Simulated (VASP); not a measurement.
KTaO3: single point with r2SCAN

Crystal: KTaO3.

```
CELL_PARAMETERS angstrom
3.87043 0.00000 0.00000
0.00000 3.87043 0.00000
0.00000 0.00000 4.03666
ATOMIC_POSITIONS crystal
K 0.00000 0.00000 0.00000
Ta 0.50000 0.50000 0.50000
O 0.50000 0.50000 0.00000
O 0.50000 0.00000 0.50000
O 0.00000 0.50000 0.50000
```

This cell differs from its parent crystal: epitaxial xy strain -3.0%.

- Program: VASP 6.6.1
- Task: single point
- Functional: r2SCAN
- Potentials or basis: VASP PAW PBE potentials, release 64 (K_sv, Ta_pv, O)
- Cutoff: 520 eV
- k mesh: 6 × 6 × 6
- Occupations: gaussian, width 0.01 eV
- Spin: non-collinear spin, zero start, spin-orbit coupling
- Starting moments: [[0.0, 0.0, 0.0], [0.0, 0.0, 0.0], [0.0, 0.0, 0.0], [0.0, 0.0, 0.0], [0.0, 0.0, 0.0]] μB
- Dipole correction: no
- Further INCAR settings: ALGO = Normal; EDIFF = 1e-06; NBANDS = 53

```
Pressure                                              : 13.7 GPa
Net moment                                            : 0.00 μB per cell
Valence electrons inside the program's atomic spheres : K 7.73; Ta 8.88; O 5.11, 5.17 (each value once)
```

Stress tensor (GPa, compression positive):
```
19.97  0.00  0.00
 0.00 19.97  0.00
 0.00  0.00  1.19
```

Moments on the atoms (μB; x, y, z):
```
K   0.00 0.00 0.00
Ta  0.00 0.00 0.00
O   0.00 0.00 0.00
O   0.00 0.00 0.00
O   0.00 0.00 0.00
```

Wall time 13 min on 1 thread of Intel(R) Xeon(R) 6975P-C (Granite Rapids) (shared host), peak memory 0.44 GiB.

Caveat: the cell differs from its parent crystal (epitaxial xy strain -3.0%); the stress differs along the axes, from 1 to 20 GPa; the PAW data sets were made with another functional, which shifts forces and pressure a little.
